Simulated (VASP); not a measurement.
# Re (P6_3/mmc) in VASP: relaxation of cell and atoms with PBE

Aim: the relaxation of cell and atoms of Re with PBE.

All numbers are computed with VASP 6.6.1; they aren't measurements. Logs are shortened: lines on timing, memory, paths and dates and some standing lists are left out, and cuts for length are marked.

## Step 1: The cell of the first run

Symmetry: P6_3/mmc, No. 194, hexagonal system. The conventional cell has a = 2.751 Å, b = 2.751 Å, c = 8.983 Å, α = 90.00°, β = 90.00°, γ = 120.00°. Re (site symmetry -3m) has 12 Re at 2.75 Å within 3.6 Å. Re (site symmetry -6m2) has 12 Re at 2.75 Å within 3.6 Å.

## Step 2: Relaxation of cell and atoms, PBE

Input file INCAR:

```
PREC = Accurate ; ENCUT = 600
EDIFF = 1E-6 ; ISMEAR = -1
SIGMA = 0.1 ; LREAL = F
LASPH = T ; NELM = 60
ALGO = Normal ; ISIF = 3
LWAVE = F ; LCHARG = F
GGA = PE ; IBRION = 2
NSW = 80 ; EDIFFG = -0.01
```

Input file KPOINTS:

```
Automatic mesh
0
Gamma
  13 13 4
```

Input file POSCAR:

```
Re
1.0
    2.7505166939      0.0000000000      0.0000000000
   -1.3752583469      2.3820173304      0.0000000000
    0.0000000000      0.0000000000      8.9831875222
Re
4
Direct
    0.0000000000      0.0000000000      0.0000000000
    0.0000000000      0.0000000000      0.5000000000
    0.3333333333      0.6666666667      0.2500000000
    0.6666666667      0.3333333333      0.7500000000
```

Potentials or basis: VASP PAW PBE potentials, release 64 (Re).

Started as:

```bash
$ cat potpaw_PBE.64/Re/POTCAR > POTCAR
$ mpirun -np 1 vasp_std > vasp.out
```

OUTCAR:

```text
PREC = Accurate
   ENCUT = 600
   EDIFF = 1E-6
   ISMEAR = -1
   LREAL = F
   LASPH = T
   NELM = 60
   ISIF = 3
   GGA = PE
   IBRION = 2
   NSW = 80
   EDIFFG = -0.01

 ion  position               nearest neighbor table
   1  0.000  0.000  0.000-   3 2.75   4 2.75   3 2.75   4 2.75   4 2.75   3 2.75
   2  0.000  0.000  0.500-   3 2.75   4 2.75   3 2.75   4 2.75   4 2.75   3 2.75
   3  0.333  0.667  0.250-   1 2.75   2 2.75   1 2.75   2 2.75   1 2.75   2 2.75
   4  0.667  0.333  0.750-   1 2.75   2 2.75   1 2.75   2 2.75   1 2.75   2 2.75

  LATTYP: Found a hexagonal cell.
 ALAT       =     2.7505166939
 C/A-ratio  =     3.2660000000

  Lattice vectors:

 A1 = (   2.7505166939,   0.0000000000,   0.0000000000)
 A2 = (  -1.3752583469,   2.3820173304,   0.0000000000)
 A3 = (   0.0000000000,   0.0000000000,   8.9831875222)

Analysis of symmetry for initial positions (statically):
=====================================================================
 Subroutine PRICEL returns:
 Original cell was already a primitive cell.

 Routine SETGRP: Setting up the symmetry group for a
 hexagonal supercell.

 Subroutine GETGRP returns: Found 24 space group operations
 (whereof 12 operations were pure point group operations)
 out of a pool of 24 trial point group operations.

The static configuration has the point symmetry D_3d.
 The point group associated with its full space group is D_6h.

Analysis of symmetry for dynamics (positions and initial velocities):
=====================================================================
 Subroutine PRICEL returns:
 Original cell was already a primitive cell.

 Routine SETGRP: Setting up the symmetry group for a
 hexagonal supercell.

 Subroutine GETGRP returns: Found 24 space group operations
 (whereof 12 operations were pure point group operations)
 out of a pool of 24 trial point group operations.

The dynamic configuration has the point symmetry D_3d.
 The point group associated with its full space group is D_6h.

 Subroutine INISYM returns: Found 24 space group operations
 (whereof 12 operations are pure point group operations),
 and found     1 'primitive' translations

----------------------------------------------------------------------------------------

                                     Primitive cell

  volume of cell :      58.8559

  direct lattice vectors                    reciprocal lattice vectors
     2.750516694  0.000000000  0.000000000     0.363568053  0.209906113  0.000000000
    -1.375258347  2.382017330  0.000000000     0.000000000  0.419812227  0.000000000
     0.000000000  0.000000000  8.983187522     0.000000000  0.000000000  0.111319061

  length of vectors
     2.750516694  2.750516694  8.983187522     0.419812227  0.419812227  0.111319061

  position of ions in fractional coordinates (direct lattice)
     0.000000000  0.000000000  0.000000000
     0.000000000  0.000000000  0.500000000
     0.333333333  0.666666667  0.250000000
     0.666666667  0.333333333  0.750000000

  ion indices of the primitive-cell ions
   primitive index   ion index
                 1           1
                 2           2
                 3           3
                 4           4

----------------------------------------------------------------------------------------

 KPOINTS: Automatic mesh

Automatic generation of k-mesh.
 Grid dimensions read from file:
 generate k-points for:   13   13    4

 Generating k-lattice:

  Cartesian coordinates                     Fractional coordinates (reciprocal lattice)
     0.027966773  0.016146624  0.000000000     0.076923077  0.000000000  0.000000000
     0.000000000  0.032293248  0.000000000     0.000000000  0.076923077  0.000000000
     0.000000000  0.000000000  0.027829765     0.000000000  0.000000000  0.250000000

  Length of vectors
     0.032293248  0.032293248  0.027829765

  Shift w.r.t. Gamma in fractional coordinates (k-lattice)
     0.000000000  0.000000000  0.000000000

 Subroutine IBZKPT returns following result:
 ===========================================

 Found     63 irreducible k-points:

 Following reciprocal coordinates:
            Coordinates               Weight
  0.000000  0.000000  0.000000      1.000000
  0.076923 -0.000000  0.000000      6.000000
  0.153846 -0.000000  0.000000      6.000000
  0.230769 -0.000000  0.000000      6.000000
  0.307692 -0.000000  0.000000      6.000000
  0.384615 -0.000000  0.000000      6.000000
[... 16 lines left out ...]
  0.076923 -0.000000  0.250000     12.000000
  0.153846 -0.000000  0.250000     12.000000
 [... further k-points ...]
   k-points           NKPTS =     63   k-points in BZ     NKDIM =     63   number of bands    NBANDS=     18
   number of dos      NEDOS =    301   number of ions     NIONS =      4
   total plane-waves  NPLWV =  41472
   dimension x,y,z NGX =    24 NGY =   24 NGZ =   72
   dimension x,y,z NGXF=    48 NGYF=   48 NGZF=  144
   ions per type =               4
   NGX,Y,Z   is equivalent  to a cutoff of  14.51, 14.51, 13.32 a.u.
   NGXF,Y,Z  is equivalent  to a cutoff of  29.01, 29.01, 26.65 a.u.
 SYSTEM =  unknown system
   PREC   = accura    normal or accurate (medium, high low for compatibility)
   ISTART =      0    job   : 0-new  1-cont  2-samecut
   ICHARG =      2    charge: 1-file 2-atom 10-const
   ISPIN  =      1    spin polarized calculation?
   LNONCOLLINEAR =      F non collinear calculations
   LSORBIT =      F    spin-orbit coupling
   LASPH  =      T    aspherical Exc in radial PAW
   ENCUT  =  600.0 eV  44.10 Ry    6.64 a.u.   5.49  5.49 17.94*2*pi/ulx,y,z
   NELM   =     60;   NELMIN=  2; NELMDL= -5     # of ELM steps
   EDIFF  = 0.1E-05   stopping-criterion for ELM
   LREAL  =      F    real-space projection
   EDIFFG = -.1E-01   stopping-criterion for IOM
   NSW    =     80    number of steps for IOM
   IBRION =      2    ionic relax: 0-MD 1-quasi-New 2-CG
   NFREE  =      1    steps in history (QN), initial steepest desc. (CG)
   ISIF   =      3    stress and relaxation
   ISYM   =      2    0-nonsym 1-usesym 2-fastsym
   POTIM  = 0.5000    time-step for ionic-motion
   TEBEG  =    0.0;   TEEND  =   0.0 temperature during run
   PSTRESS=    0.0 pullay stress
   NELECT =      28.0000    total number of electrons
   NUPDOWN=      -1.0000    fix difference up-down
   EMIN   =  10.00;   EMAX   =-10.00  energy-range for DOS
   EFERMI =   0.00;   METHOD = LEGACY
   ISMEAR =    -1;   SIGMA  =   0.10  broadening in eV -4-tet -1-fermi 0-gaus
   EFERMI_NEDOS =   21; number of points for ismear=-14 and -15
   IALGO  =     38    algorithm
   IMIX   =      4    mixing-type and parameters
     AMIX     =   0.40;   BMIX     =  1.00
     AMIX_MAG =   1.60;   BMIX_MAG =  1.00
  volume/ion in A,a.u.               =      14.71        99.29
  Fermi-wavevector in a.u.,A,eV,Ry     =   1.278000  2.415070 22.222188  1.633285
  Thomas-Fermi vector in A             =   2.410568
   LORBIT       =      0    0 simple, 1 ext, 2 COOP (PROOUT), +10 PAW based schemes
   GGA     = PE    functional components
   LHFCALC =     F    Hartree Fock is set to
   AEXX    =    0.0000 exact exchange contribution
   IVDW    =     0    specifies the selected vdW correction
   LEPSILON=     F    determine dielectric tensor
   LRPA    =     F    only Hartree local field effects (RPA)
 conjugate gradient relaxation of ions
 non-spin polarized calculation
  energy-cutoff  :      600.00
  volume of cell :       58.86
 maximum number of plane-waves:      2016
 NGX is ok and might be reduce to    24
   NGX = 11   NGY = 11   NGZ = 35

--------------------------------------- Ionic step        1  -------------------------------------------

 number of electron      28.0000000 magnetization

 Free energy of the ion-electron system (eV)
  ---------------------------------------------------
  ext. energy  EPLUGINS =         0.00000000
  ---------------------------------------------------
  free energy    TOTEN  =       -49.73027033 eV

  energy without entropy =      -49.64108052  energy(sigma->0) =      -49.68567543

------------------------ aborting loop because EDIFF is reached ----------------------------------------

  FORCE on cell =-STRESS in cart. coord.  units (eV):
  Direction    XX          YY          ZZ          XY          YZ          ZX
  --------------------------------------------------------------------------------------
  -------------------------------------------------------------------------------------
  Total        2.9075422      2.9075422      0.4822723      0.0000000      0.0000000     -0.0000000
  in kB       79.1492758     79.1492758     13.1284431      0.0000000      0.0000000     -0.0000000
  external PRESSURE =      57.1423315 kB  Pullay stress =       0.0000000 kB
[... 175 lines left out ...]
  energy  without entropy=      -49.6587059765  energy(sigma->0) =      -49.70566338

--------------------------------------- Ionic step        6  -------------------------------------------

 number of electron      28.0000000 magnetization

 Free energy of the ion-electron system (eV)
  ---------------------------------------------------
  ext. energy  EPLUGINS =         0.00000000
  ---------------------------------------------------
  free energy    TOTEN  =       -49.75605203 eV

  energy without entropy =      -49.66305072  energy(sigma->0) =      -49.70955137

 E-fermi :   7.8144     XC(G=0): -13.6492

 val. band max:        7.7974653895   @ k =   0.0000   0.0000   0.2500
 cond. band min:       7.8189420391   @ k =   0.4615   0.0769   0.5000
 fundamental gap:      0.0214766496
 Fermi energy:         7.8143709960

 k-point     1 :       0.0000    0.0000    0.0000
  band No.  band energies     occupation
      1      -2.0598      2.00000
      2       0.2365      2.00000
      3       0.3079      2.00000
      4       1.2081      2.00000
      5       5.3106      2.00000
      6       5.4063      2.00000
[... 10 lines left out ...]
     17       8.4134      0.00499
     18       8.4134      0.00499
[... 466 lines left out ...]
      2       0.2249      2.00000
      3       1.7492      2.00000
      4       2.0508      2.00000
      5       4.5654      2.00000
      6       4.8472      2.00000
[... 10 lines left out ...]
     17       8.0409      0.18801
     18       8.1551      0.06411

 [... further k-points ...]
[... 5 lines left out ...]
  --------------------------------------------------------------------------------------
  -------------------------------------------------------------------------------------
  Total        0.0098432      0.0098432      0.0150754      0.0000000     -0.0000000      0.0000000
  in kB        0.2640599      0.2640599      0.4044215      0.0000000     -0.0000000      0.0000000
  external PRESSURE =       0.3108471 kB  Pullay stress =       0.0000000 kB
[... 19 lines left out ...]
  FREE ENERGIE OF THE ION-ELECTRON SYSTEM (eV)
  ---------------------------------------------------
  free  energy   TOTEN  =       -49.7560520271 eV

  energy  without entropy=      -49.6630507172  energy(sigma->0) =      -49.70955137

 reached required accuracy - stopping structural energy minimisation
```

Wall time 10 min (1 thread of Intel Xeon 8259CL, shared host); peak memory 0.25 GiB.

What came out:

```
Free energy                           : -49.7561 eV
Relaxed volume                        : 14.93 Å³/atom
Relaxed cell                          : a = 2.776 Å, b = 2.776 Å, c = 8.947 Å, α = 90.00°, β = 90.00°, γ = 120.00°
Space group after relaxing (to 0.1 Å) : P6_3/mmc (No. 194)
Energy gained by relaxing             : 6.4 meV/atom
Ionic steps                           : 6
Pressure after relaxing               : 0.0 GPa
```

The path:
```
step  energy change (eV)  largest force (eV/Å)  pressure (GPa)  volume (Å³)
   1              0.0000                0.0000            5.71        58.86
   2              0.2222                0.0000          -19.34        63.42
   3             -0.0227                0.0000           -1.00        59.89
   4             -0.0227                0.0000           -0.87        59.86
   5             -0.0224                0.0000            1.01        59.57
   6             -0.0258                0.0000            0.03        59.72
```

Final structure:
```cif
data_structure
_symmetry_space_group_name_H-M 'P 1'
_symmetry_Int_Tables_number 1
_cell_length_a 2.7763
_cell_length_b 2.7763
_cell_length_c 8.9471
_cell_angle_alpha 90.000
_cell_angle_beta 90.000
_cell_angle_gamma 120.000
_cell_volume 59.72
loop_
_atom_site_label
_atom_site_type_symbol
_atom_site_fract_x
_atom_site_fract_y
_atom_site_fract_z
_atom_site_occupancy
Re1 Re 0.00000 0.00000 0.00000 1
Re2 Re 0.00000 0.00000 0.50000 1
Re3 Re 0.33333 0.66667 0.25000 1
Re4 Re 0.66667 0.33333 0.75000 1
```

Levels at points of the mesh, in eV from the Fermi level:
```
           k point  band 10  band 11  band 12  band 13  band 14  band 15  band 16  band 17  band 18
(0.00, 0.00, 0.00)    -1.90    -1.59    -1.23    -1.23    -1.11    -1.11     0.50     0.60     0.60
(0.00, 0.00, 0.50)    -1.73    -1.45    -1.45    -1.45    -1.45    -1.11    -1.11     1.13     1.13
```

Caveat: the highest band is partly filled, so the run has too few bands; spin-orbit coupling is left out, which moves the levels of the heavy elements.
